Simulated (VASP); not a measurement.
The system is SnO.

```
Sn O
1.0
     3.81370    0.00000    0.00000
     0.00000    3.81370    0.00000
     0.00000    0.00000    4.88691
Sn O
2 2
Cartesian
  1.9068 0.0000 3.7367
  0.0000 1.9068 1.1503
  0.0000 0.0000 0.0000
  1.9068 1.9068 0.0000
```

```yaml
Program: VASP 6.6.1
Task: relaxation of cell and atoms
Functional: PBE
Dispersion: D4
Potentials_or_basis: VASP PAW PBE potentials, release 64 (Sn_d, O)
Cutoff: 600 eV
k_mesh: 7 × 7 × 6
Occupations: fermi-dirac, width 0.05 eV
Spin: no spin polarisation
```

At the start: pressure 1.5 GPa; volume 17.77 Å³/atom.

Problem. Where does the relaxation end?

Solution. Over 12 steps the energy falls by 5.6 meV/atom and the volume is 17.34 Å³/atom (-2.4 %); space group P4/nmm (No. 129, to 0.05 Å).

The path:
```
step  energy change (eV)  largest force (eV/Å)  pressure (GPa)  volume (Å³)
   1              0.0000                0.4737            1.53        71.08
   2             -0.0022                0.2558           -2.05        72.84
   3             -0.0103                0.0800           -0.45        72.00
   4             -0.0130                0.0685           -0.36        71.65
   5             -0.0191                0.0350           -0.17        70.62
   6             -0.0210                0.0243            0.36        68.56
   7             -0.0220                0.0020            0.15        69.34
   8             -0.0220                0.0010            0.19        69.27
   9             -0.0218                0.0735           -0.40        69.56
  10             -0.0222                0.0281           -0.05        69.38
  11             -0.0222                0.0215            0.06        69.36
  12             -0.0222                0.0024            0.03        69.37
```

Final structure:
```cif
data_structure
_symmetry_space_group_name_H-M 'P 1'
_symmetry_Int_Tables_number 1
_cell_length_a 3.8350
_cell_length_b 3.8350
_cell_length_c 4.7169
_cell_angle_alpha 90.000
_cell_angle_beta 90.000
_cell_angle_gamma 90.000
_cell_volume 69.37
loop_
_atom_site_label
_atom_site_type_symbol
_atom_site_fract_x
_atom_site_fract_y
_atom_site_fract_z
_atom_site_occupancy
Sn1 Sn 0.50000 0.00000 0.75376 1
Sn2 Sn 0.00000 0.50000 0.24624 1
O1 O 0.00000 0.00000 0.00000 1
O2 O 0.50000 0.50000 0.00000 1
```
